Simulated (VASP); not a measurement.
Here is a VASP 6.6.1 calculation.

The input INCAR:

```
SYSTEM = SiAg
  PREC = Accurate
  ENCUT = 600
  EDIFF = 1E-7
  ISMEAR = 0
  SIGMA = 0.1
  LREAL = .False.
  LASPH = .True.
  NELM = 80
  ALGO = Normal
  ISIF = 3
  LWAVE = .False.
  LCHARG = .False.
  GGA = PE
  IVDW = 12
  IBRION = 2
  NSW = 90
  EDIFFG = -0.04
```

Contents of KPOINTS:

```
Automatic mesh
0
Gamma
  4 4 4
  0 0 0
```

POSCAR

```
SiAg
1.0
    4.2298039000      0.0000000000      0.0000000000
    0.0000000000      4.2298039000      0.0000000000
    0.0000000000      0.0000000000      5.6061514500
Si Ag
2 2
Direct
    0.5000000000      0.0000000000      0.7889682900
    0.0000000000      0.5000000000      0.2110317100
    0.5000000000      0.5000000000      0.0000000000
    0.0000000000      0.0000000000      0.0000000000
```

Potentials or basis: VASP PAW PBE potentials, release 64 (Si, Ag).

The run is started by

```bash
$ cat potpaw_PBE.64/Si/POTCAR potpaw_PBE.64/Ag/POTCAR > POTCAR
$ mpirun -np 1 vasp_std > vasp.out
```

(1) Estimate the band gap on the k mesh.

(2) What does it give for the space group after relaxing (to 0.1 Å)?

(3) Estimate the relaxed cell.

Answers

(1) zero (bands 15 and 16 overlap by 5.96 eV).

(2) P4/mmm (No. 123).

(3) a = 4.035 Å, b = 4.035 Å, c = 3.953 Å, α = 90.00°, β = 90.00°, γ = 90.00°.

Caveat: the k points lie up to 0.40 Å⁻¹ apart in the final cell, too coarse for converged energies and pressures of a metal.
